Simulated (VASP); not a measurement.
**GdIrF: single point with PBE**

The system is GdIrF.

```xyz
6
Lattice="4.1563 0.0000 0.0000 -2.0782 3.5995 0.0000 0.0000 0.0000 7.1328" Properties=species:S:1:pos:R:3 pbc="T T T"
Gd    0.0000    0.0000    0.0000
Gd    0.0000    0.0000    3.5664
Ir    0.0000    2.3997    1.7832
Ir    2.0782    1.1998    5.3496
F     0.0000    2.3997    5.3496
F     2.0782    1.1998    1.7832
```

The cell was generated, and may not be a known phase.

```json
{
  "Program": "VASP 6.6.1",
  "Task": "single point",
  "Functional": "PBE",
  "Potentials or basis": "VASP PAW PBE potentials, release 64 (Gd, Ir, F)",
  "Cutoff": "520 eV",
  "k mesh": "6 × 6 × 4",
  "Occupations": "gaussian, width 0.1 eV",
  "Spin": "collinear spin, ferromagnetic start",
  "Starting moments": "[7.0, 7.0, 1.0, 1.0, 0.0, 0.0] μB"
}
```

```yaml
Pressure: 0.9 GPa
Net_moment: 14.34 μB per cell
Site_moments: Gd +6.77; Ir +0.07; F +0.04 μB
Valence_electrons_inside_the_program's_atomic_spheres: Gd 15.21; Ir 8.17; F 6.00
```

Stress tensor (GPa, compression positive):
```
 2.31  0.00  0.00
 0.00  2.31  0.00
 0.00  0.00 -1.95
```

Levels at points of the mesh, in eV from the Fermi level:
Spin up:
```csv
k point,band 39,band 40,band 41,band 42,band 43,band 44
"(0.00, 0.00, 0.00)",-0.78,-0.27,0.10,0.12,0.12,1.99
"(0.50, 0.00, 0.00)",-0.68,-0.56,-0.41,0.89,0.99,1.02
"(0.00, 0.00, 0.50)",-0.27,-0.27,-0.27,-0.27,2.30,2.30
"(0.50, 0.00, 0.50)",-0.60,-0.60,0.11,0.11,1.11,1.11
```
Spin down:
```csv
k point,band 23,band 24,band 25,band 26,band 27,band 28,band 29,band 30,band 31,band 32
"(0.00, 0.00, 0.00)",-1.02,-0.69,-0.69,-0.39,-0.02,-0.02,0.46,1.18,1.21,1.32
"(0.50, 0.00, 0.00)",-1.13,-0.98,-0.80,-0.59,-0.24,0.60,1.23,1.24,1.26,1.27
"(0.00, 0.00, 0.50)",-1.61,-1.61,-0.28,-0.28,-0.28,-0.28,1.06,1.06,1.30,1.30
"(0.50, 0.00, 0.50)",-1.01,-1.01,-0.65,-0.65,0.16,0.16,1.23,1.23,1.28,1.28
```

Run time: 37 min on 1 thread of AMD EPYC 7R13, with other jobs on the host, peak memory 0.37 GiB.

Caveat: spin-orbit coupling is left out, which moves the levels of the heavy elements; semilocal functionals describe open f shells poorly, which spoils levels, moments and volumes. With open d or f shells a metallic result of PBE can be an artefact of self-interaction; +U or a hybrid may open a gap.
